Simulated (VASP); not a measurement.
A run of VASP 6.6.1:

File INCAR:

```
SYSTEM = BaTiO3
  PREC = Accurate
  ENCUT = 520
  EDIFF = 1E-7
  ISMEAR = 0
  SIGMA = 0.02
  LREAL = .FALSE.
  LASPH = .TRUE.
  NELM = 150
  ALGO = Normal
  ISIF = 2
  LWAVE = .FALSE.
  LCHARG = .FALSE.
  LMAXMIX = 4
  LDAU = .TRUE.
  LDAUTYPE = 2
  LDAUL = -1 2 -1
  LDAUU = 0 4 0
  LDAUJ = 0 0 0
  LDAUPRINT = 1
  GGA = PE
  NBANDS = 28
```

KPOINTS

```
regular mesh
0
G
  8 8 8
  0 0 0
```

Contents of POSCAR:

```
BaTiO3
1.0
    3.9240723886      0.0000000000      0.0000000000
    0.0000000000      3.9240723886      0.0000000000
    0.0000000000      0.0000000000      3.9239751159
Ba Ti O
1 1 3
Direct
    0.0000000000      0.0000000000      0.0085822916
    0.5000000000      0.5000000000      0.5085698828
    0.5000000000      0.5000000000      0.0086138962
    0.5000000000      0.0000000000      0.5086169648
    0.0000000000      0.5000000000      0.5086169648
```

Potentials or basis: VASP PAW PBE potentials, release 64 (Ba_sv, Ti_sv, O).

Run with:

```console
$ cat potpaw_PBE.64/Ba_sv/POTCAR potpaw_PBE.64/Ti_sv/POTCAR potpaw_PBE.64/O/POTCAR > POTCAR
$ mpirun -np 1 vasp_std > vasp.out
```

Hardware: 1 thread of Intel(R) Xeon(R) 6975P-C (Granite Rapids), on a shared host.

**Question.** How long does it take, and how much memory?

**Answer.** Run time: 58 s on 1 thread of Intel(R) Xeon(R) 6975P-C (Granite Rapids), with other jobs on the host, peak memory 0.26 GiB. Counts: scf iterations 17, k points 75.
